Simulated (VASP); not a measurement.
# Li: single point with PBE

The system is Li, a slab with vacuum.

```
Li
1.0
     3.11410    0.00000    0.00000
    -1.55705    2.69689    0.00000
     0.00000    0.00000   30.17060
Li
5
Direct
  0.66667 0.33333 0.33145
  0.33333 0.66667 0.41572
  0.00000 0.00000 0.50013
  0.66667 0.33333 0.58457
  0.33333 0.66667 0.66479
```

| Item | Value |
| --- | --- |
| Program | VASP 6.6.1 |
| Task | single point |
| Functional | PBE |
| Potentials or basis | VASP PAW PBE potentials, release 64 (Li_sv) |
| Cutoff | 520 eV |
| k mesh | 9 × 9 × 1 |
| Occupations | gaussian, width 0.1 eV |
| Spin | no spin polarisation |
| Dipole correction | yes |
| Further INCAR settings | ALGO = Normal; EDIFF = 1e-06; NBANDS = 16 |

```yaml
Largest_force: 0.081 eV/Å
```

Forces in eV/Å, atoms in the order of the input:
```
Li   0.000  0.000  0.081
Li   0.000  0.000 -0.070
Li   0.000  0.000 -0.009
Li   0.000  0.000 -0.007
Li   0.000  0.000  0.004
```

Levels at points of the mesh, in eV from the Fermi level:
```
           k point  band 5  band 6  band 7  band 8  band 9  band 10  band 11  band 12
(0.00, 0.00, 0.00)  -46.67   -3.46   -3.07   -2.38   -1.43    -0.32     0.14     2.81
```

Run time: 2.1 min on 1 thread of Oxide Virtual Turin-like Processor, on a shared host, peak memory 0.3 GiB.
